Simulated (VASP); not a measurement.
# Ag (P6/mmm) in VASP: a series of runs

The runs below take Ag through relaxation of cell and atoms, single point, with PBE.

Program: VASP 6.6.1. These are calculated values, not measurements. Logs are shortened: lines on timing, memory, paths and dates and some standing lists are left out, and cuts for length are marked.

## Step 1: The cell of the first run

It takes space group P6/mmm (No. 191, hexagonal). Conventional cell: a = 4.774 Å, b = 4.774 Å, c = 2.783 Å, α = 90.00°, β = 90.00°, γ = 120.00°. Ag (site symmetry 6/mmm) has 14 Ag at 2.78 to 3.09 Å within 3.7 Å. Ag (site symmetry -6m2) has 11 Ag at 2.76 to 3.09 Å within 3.6 Å.

## Step 2: Relaxation of cell and atoms, PBE

Input file INCAR:

```
SYSTEM = Ag
ALGO = Normal
EDIFF = 1E-6
EDIFFG = -0.01
ENCUT = 600
GGA = PE
IBRION = 2
ISIF = 3
ISMEAR = 0
LASPH = .TRUE.
LCHARG = .FALSE.
LREAL = .FALSE.
LWAVE = .FALSE.
NELM = 100
NSW = 100
PREC = Accurate
SIGMA = 0.1
```

Input file KPOINTS:

```
k-points
0
G
  12 12 16
  0 0 0
```

Input file POSCAR:

```
Ag
1.0
    4.7735565713      0.0000000000      0.0000000000
   -2.3867782856      4.1340212571      0.0000000000
    0.0000000000      0.0000000000      2.7833505871
Ag
3
Direct
    0.0000000000      0.0000000000      0.0000000000
    0.3333333333      0.6666666667      0.5000000000
    0.6666666667      0.3333333333      0.5000000000
```

Potentials or basis: VASP PAW PBE potentials, release 64 (Ag).

Run with:

```sh
> cat potpaw_PBE.64/Ag/POTCAR > POTCAR
> mpirun -np 1 vasp_std > vasp.out
```

OUTCAR:

```text
SYSTEM = Ag
   EDIFF = 1E-6
   EDIFFG = -0.01
   ENCUT = 600
   GGA = PE
   IBRION = 2
   ISIF = 3
   ISMEAR = 0
   LASPH = .TRUE.
   LREAL = .FALSE.
   NELM = 100
   NSW = 100
   PREC = Accurate

 ion  position               nearest neighbor table
   1  0.000  0.000  0.000-   2 3.09   3 3.09   2 3.09   3 3.09   2 3.09   2 3.09   3 3.09   3 3.09
                             3 3.09   3 3.09   2 3.09   2 3.09
   2  0.333  0.667  0.500-   3 2.76   3 2.76   3 2.76   1 3.09   1 3.09   1 3.09   1 3.09   1 3.09
                             1 3.09
   3  0.667  0.333  0.500-   2 2.76   2 2.76   2 2.76   1 3.09   1 3.09   1 3.09   1 3.09   1 3.09
                             1 3.09

  LATTYP: Found a hexagonal cell.
 ALAT       =     4.7735565713
 C/A-ratio  =     0.5830769041

  Lattice vectors:

 A1 = (   4.7735565713,   0.0000000000,   0.0000000000)
 A2 = (  -2.3867782856,   4.1340212571,   0.0000000000)
 A3 = (   0.0000000000,   0.0000000000,   2.7833505871)

Analysis of symmetry for initial positions (statically):
=====================================================================
 Subroutine PRICEL returns:
 Original cell was already a primitive cell.

 Routine SETGRP: Setting up the symmetry group for a
 hexagonal supercell.

 Subroutine GETGRP returns: Found 24 space group operations
 (whereof 24 operations were pure point group operations)
 out of a pool of 24 trial point group operations.

The static configuration has the point symmetry D_6h.

Analysis of symmetry for dynamics (positions and initial velocities):
=====================================================================
 Subroutine PRICEL returns:
 Original cell was already a primitive cell.

 Routine SETGRP: Setting up the symmetry group for a
 hexagonal supercell.

 Subroutine GETGRP returns: Found 24 space group operations
 (whereof 24 operations were pure point group operations)
 out of a pool of 24 trial point group operations.

The dynamic configuration has the point symmetry D_6h.

 Subroutine INISYM returns: Found 24 space group operations
 (whereof 24 operations are pure point group operations),
 and found     1 'primitive' translations

----------------------------------------------------------------------------------------

                                     Primitive cell

  volume of cell :      54.9266

  direct lattice vectors                    reciprocal lattice vectors
     4.773556571  0.000000000  0.000000000     0.209487409  0.120947612  0.000000000
    -2.386778286  4.134021257  0.000000000     0.000000000  0.241895224  0.000000000
     0.000000000  0.000000000  2.783350587     0.000000000  0.000000000  0.359279210

  length of vectors
     4.773556571  4.773556571  2.783350587     0.241895224  0.241895224  0.359279210

  position of ions in fractional coordinates (direct lattice)
     0.000000000  0.000000000  0.000000000
     0.333333333  0.666666667  0.500000000
     0.666666667  0.333333333  0.500000000

  ion indices of the primitive-cell ions
   primitive index   ion index
                 1           1
                 2           2
                 3           3

----------------------------------------------------------------------------------------

 KPOINTS: k-points

Automatic generation of k-mesh.
 Grid dimensions read from file:
 generate k-points for:   12   12   16

 Generating k-lattice:

  Cartesian coordinates                     Fractional coordinates (reciprocal lattice)
     0.017457284  0.010078968  0.000000000     0.083333333  0.000000000  0.000000000
     0.000000000  0.020157935  0.000000000     0.000000000  0.083333333  0.000000000
     0.000000000  0.000000000  0.022454951     0.000000000  0.000000000  0.062500000

  Length of vectors
     0.020157935  0.020157935  0.022454951

  Shift w.r.t. Gamma in fractional coordinates (k-lattice)
     0.000000000  0.000000000  0.000000000

 Subroutine IBZKPT returns following result:
 ===========================================

 Found    171 irreducible k-points:

 Following reciprocal coordinates:
            Coordinates               Weight
  0.000000  0.000000  0.000000      1.000000
  0.083333  0.000000  0.000000      6.000000
  0.166667  0.000000  0.000000      6.000000
  0.250000  0.000000  0.000000      6.000000
  0.333333  0.000000  0.000000      6.000000
  0.416667  0.000000  0.000000      6.000000
[... 16 lines left out ...]
  0.250000  0.000000  0.062500     12.000000
  0.333333  0.000000  0.062500     12.000000
 [... further k-points ...]
   k-points           NKPTS =    171   k-points in BZ     NKDIM =    171   number of bands    NBANDS=     20
   number of dos      NEDOS =    301   number of ions     NIONS =      3
   total plane-waves  NPLWV =  38400
   dimension x,y,z NGX =    40 NGY =   40 NGZ =   24
   dimension x,y,z NGXF=    80 NGYF=   80 NGZF=   48
   ions per type =               3
   NGX,Y,Z   is equivalent  to a cutoff of  13.93, 13.93, 14.33 a.u.
   NGXF,Y,Z  is equivalent  to a cutoff of  27.86, 27.86, 28.67 a.u.
 SYSTEM =  Ag
   PREC   = accura    normal or accurate (medium, high low for compatibility)
   ISTART =      0    job   : 0-new  1-cont  2-samecut
   ICHARG =      2    charge: 1-file 2-atom 10-const
   ISPIN  =      1    spin polarized calculation?
   LNONCOLLINEAR =      F non collinear calculations
   LSORBIT =      F    spin-orbit coupling
   LASPH  =      T    aspherical Exc in radial PAW
   ENCUT  =  600.0 eV  44.10 Ry    6.64 a.u.   9.53  9.53  5.56*2*pi/ulx,y,z
   NELM   =    100;   NELMIN=  2; NELMDL= -5     # of ELM steps
   EDIFF  = 0.1E-05   stopping-criterion for ELM
   LREAL  =      F    real-space projection
   EDIFFG = -.1E-01   stopping-criterion for IOM
   NSW    =    100    number of steps for IOM
   IBRION =      2    ionic relax: 0-MD 1-quasi-New 2-CG
   NFREE  =      1    steps in history (QN), initial steepest desc. (CG)
   ISIF   =      3    stress and relaxation
   ISYM   =      2    0-nonsym 1-usesym 2-fastsym
   POTIM  = 0.5000    time-step for ionic-motion
   TEBEG  =    0.0;   TEEND  =   0.0 temperature during run
   PSTRESS=    0.0 pullay stress
   NELECT =      33.0000    total number of electrons
   NUPDOWN=      -1.0000    fix difference up-down
   EMIN   =  10.00;   EMAX   =-10.00  energy-range for DOS
   EFERMI =   0.00;   METHOD = LEGACY
   ISMEAR =     0;   SIGMA  =   0.10  broadening in eV -4-tet -1-fermi 0-gaus
   EFERMI_NEDOS =   21; number of points for ismear=-14 and -15
   IALGO  =     38    algorithm
   IMIX   =      4    mixing-type and parameters
     AMIX     =   0.40;   BMIX     =  1.00
     AMIX_MAG =   1.60;   BMIX_MAG =  1.00
  volume/ion in A,a.u.               =      18.31       123.55
  Fermi-wavevector in a.u.,A,eV,Ry     =   1.381397  2.610462 25.963430  1.908258
  Thomas-Fermi vector in A             =   2.506185
   LORBIT       =      0    0 simple, 1 ext, 2 COOP (PROOUT), +10 PAW based schemes
   GGA     = PE    functional components
   LHFCALC =     F    Hartree Fock is set to
   AEXX    =    0.0000 exact exchange contribution
   IVDW    =     0    specifies the selected vdW correction
   LEPSILON=     F    determine dielectric tensor
   LRPA    =     F    only Hartree local field effects (RPA)
 conjugate gradient relaxation of ions
 non-spin polarized calculation
 Gauss-broadening in eV      SIGMA  =   0.10
  energy-cutoff  :      600.00
  volume of cell :       54.93
 maximum number of plane-waves:      1865
 NGX is ok and might be reduce to    40
   NGX = 19   NGY = 19   NGZ = 11

--------------------------------------- Ionic step        1  -------------------------------------------

 number of electron      33.0000003 magnetization

 Free energy of the ion-electron system (eV)
  ---------------------------------------------------
  ext. energy  EPLUGINS =         0.00000000
  ---------------------------------------------------
  free energy    TOTEN  =        -7.95391331 eV

  energy without entropy =       -7.94957896  energy(sigma->0) =       -7.95174614

------------------------ aborting loop because EDIFF is reached ----------------------------------------

  FORCE on cell =-STRESS in cart. coord.  units (eV):
  Direction    XX          YY          ZZ          XY          YZ          ZX
  --------------------------------------------------------------------------------------
  -------------------------------------------------------------------------------------
  Total       -0.5201462     -0.5201462      0.6594818     -0.0000000      0.0000000      0.0000000
  in kB      -15.1723665    -15.1723665     19.2367066     -0.0000000      0.0000000      0.0000000
  external PRESSURE =      -3.7026755 kB  Pullay stress =       0.0000000 kB

 VOLUME and BASIS-vectors are now :
 -----------------------------------------------------------------------------
  energy-cutoff  :      600.00
  volume of cell :       54.93
      direct lattice vectors                 reciprocal lattice vectors
     4.773556571  0.000000000  0.000000000     0.209487409  0.120947612  0.000000000
    -2.386778286  4.134021257  0.000000000     0.000000000  0.241895224  0.000000000
     0.000000000  0.000000000  2.783350587     0.000000000  0.000000000  0.359279210
[... 112 lines left out ...]
 POSITION                                       TOTAL-FORCE (eV/Angst)
 -----------------------------------------------------------------------------------
      0.00000     -0.00000      0.00000        -0.000000     -0.000000      0.000000
     -0.00000      2.72738      1.41001        -0.000000     -0.000000      0.000000
      2.36198      1.36369      1.41001         0.000000      0.000000      0.000000
 -----------------------------------------------------------------------------------
    total drift:                                0.000000     -0.000000      0.000000

  FREE ENERGIE OF THE ION-ELECTRON SYSTEM (eV)
  ---------------------------------------------------
  free  energy   TOTEN  =        -7.9638558847 eV

  energy  without entropy=       -7.9603925946  energy(sigma->0) =       -7.96212424

--------------------------------------- Ionic step        5  -------------------------------------------

 number of electron      33.0000004 magnetization

 Free energy of the ion-electron system (eV)
  ---------------------------------------------------
  ext. energy  EPLUGINS =         0.00000000
  ---------------------------------------------------
  free energy    TOTEN  =        -7.96393161 eV

  energy without entropy =       -7.96047704  energy(sigma->0) =       -7.96220432

 E-fermi :   7.5829     XC(G=0): -11.8062

 val. band max:        7.5751000630   @ k =   0.2500   0.0000   0.5000
 cond. band min:       7.5945137571   @ k =   0.3333   0.0833   0.0000
 fundamental gap:      0.0194136941
 Fermi energy:         7.5828544400

 k-point     1 :       0.0000    0.0000    0.0000
  band No.  band energies     occupation
      1       0.2471      2.00000
      2       1.5347      2.00000
      3       2.5122      2.00000
      4       2.6818      2.00000
      5       2.7735      2.00000
      6       2.7735      2.00000
[... 12 lines left out ...]
     19      11.9696      0.00000
     20      11.9696      0.00000
[... 507 lines left out ...]
 k-point    24 :       0.3333    0.0000    0.0625
  band No.  band energies     occupation
      1       1.3383      2.00000
      2       1.7010      2.00000
      3       1.9354      2.00000
      4       2.3352      2.00000
      5       2.3404      2.00000
      6       2.5687      2.00000
[... 12 lines left out ...]
     19      11.2561      0.00000
     20      16.0975      0.00000

 [... further k-points ...]
[... 5 lines left out ...]
  --------------------------------------------------------------------------------------
  -------------------------------------------------------------------------------------
  Total       -0.0286120     -0.0286120     -0.0268781     -0.0000000     -0.0000000      0.0000000
  in kB       -0.8382266     -0.8382266     -0.7874278     -0.0000000     -0.0000000      0.0000000
  external PRESSURE =      -0.8212937 kB  Pullay stress =       0.0000000 kB

 VOLUME and BASIS-vectors are now :
 -----------------------------------------------------------------------------
  energy-cutoff  :      600.00
  volume of cell :       54.69
      direct lattice vectors                 reciprocal lattice vectors
     4.727998197 -0.000000000 -0.000000000     0.211506003  0.122113048 -0.000000000
    -2.363999098  4.094566547  0.000000000     0.000000000  0.244226095 -0.000000000
    -0.000000000  0.000000000  2.824961599     0.000000000 -0.000000000  0.353987113

 POSITION                                       TOTAL-FORCE (eV/Angst)
 -----------------------------------------------------------------------------------
      2.36400      4.09457      0.00000         0.000000     -0.000000     -0.000000
     -0.00000      2.72971      1.41248         0.000000      0.000000      0.000000
      2.36400      1.36486      1.41248        -0.000000     -0.000000     -0.000000
 -----------------------------------------------------------------------------------
    total drift:                               -0.000000      0.000000      0.000000

  FREE ENERGIE OF THE ION-ELECTRON SYSTEM (eV)
  ---------------------------------------------------
  free  energy   TOTEN  =        -7.9639316096 eV

  energy  without entropy=       -7.9604770375  energy(sigma->0) =       -7.96220432

 reached required accuracy - stopping structural energy minimisation
```

It took 4.7 min on 1 thread of Intel Xeon Platinum 8488C (Sapphire Rapids), shared host; peak memory 0.33 GiB.

What came out:

- Free energy: -7.9639 eV
- Relaxed volume: 18.23 Å³/atom
- Relaxed cell: a = 4.728 Å, b = 4.728 Å, c = 2.825 Å, α = 90.00°, β = 90.00°, γ = 120.00°
- Space group after relaxing (to 0.05 Å): P6/mmm (No. 191)
- Energy gained by relaxing: 3.3 meV/atom
- Ionic steps: 5
- Pressure after relaxing: -0.1 GPa

The path:
```csv
step,energy change (eV),largest force (eV/Å),pressure (GPa),volume (Å³)
1,0.0000,0.0000,-0.37,54.93
2,-0.0095,0.0000,0.06,54.58
3,-0.0099,0.0000,0.22,54.49
4,-0.0099,0.0000,0.20,54.50
5,-0.0100,0.0000,-0.08,54.69
```

Final structure:
```cif
data_structure
_symmetry_space_group_name_H-M 'P 1'
_symmetry_Int_Tables_number 1
_cell_length_a 4.7280
_cell_length_b 4.7280
_cell_length_c 2.8250
_cell_angle_alpha 90.000
_cell_angle_beta 90.000
_cell_angle_gamma 120.000
_cell_volume 54.69
loop_
_atom_site_label
_atom_site_type_symbol
_atom_site_fract_x
_atom_site_fract_y
_atom_site_fract_z
_atom_site_occupancy
Ag1 Ag 0.00000 0.00000 0.00000 1
Ag2 Ag 0.33333 0.66667 0.50000 1
Ag3 Ag 0.66667 0.33333 0.50000 1
```

(Part 1 of 2 ends here.)
